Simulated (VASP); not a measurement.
Write the native input for VASP 6.6.1 that does the following.

```
Task                   : single point
Functional             : PBE
Potentials or basis    : VASP PAW PBE potentials, release 64 (P)
Cutoff                 : 520 eV
k mesh                 : 10 × 7 × 3
Occupations            : gaussian, width 0.03 eV
Spin                   : no spin polarisation
Dipole correction      : no
Further INCAR settings : ALGO = Normal; EDIFF = 1e-07; NBANDS = 30
```

The structure of P lies in POSCAR:

```
P
1.0
   -3.3104324909      0.0000000000      0.0000000000
    0.0000000000      0.0000000000     -4.5577726732
   -1.3241729964    -11.2854350009      0.0000000000
P
8
Direct
   -0.3376283144      0.0862797555      0.8440707859
    0.3623716856      0.0862797555      0.3440707859
   -0.1376283144      0.4137202445      0.3440707859
    0.1623716856      0.4137202445      0.8440707859
   -0.2623716856      0.9137202445      0.6559292141
    0.4376283144      0.9137202445      0.1559292141
   -0.0623716856      0.5862797555      0.1559292141
    0.2376283144      0.5862797555      0.6559292141
```

This cell differs from its parent crystal: the part above a cut slid along it.

The input as run:

INCAR

```
SYSTEM = P
ALGO = Normal
EDIFF = 1E-7
ENCUT = 520
GGA = PE
ISIF = 2
ISMEAR = 0
LASPH = .True.
LCHARG = .False.
LREAL = .False.
LWAVE = .False.
NBANDS = 30
NELM = 60
PREC = Accurate
SIGMA = 0.03
```

KPOINTS

```
k-points
0
Gamma
  10 7 3
  0 0 0
```

Potentials or basis: VASP PAW PBE potentials, release 64 (P).

Launch:

```sh
$ cat potpaw_PBE.64/P/POTCAR > POTCAR
$ mpirun -np 1 vasp_std > vasp.out
```

It gave:

```yaml
Pressure: -0.1 GPa
Largest_force: 0.069 eV/Å
Band_gap_on_the_k_mesh: 0.07 eV
```

Caveat: the cell differs from its parent crystal (the part above a cut slid along it); this functional lacks dispersion, which binds layers or chains, so the pressure and a relaxed spacing across them are unreliable.

Wall time 10 min on 1 thread of Intel Xeon 8259CL, with other jobs on the host, peak memory 0.38 GiB.
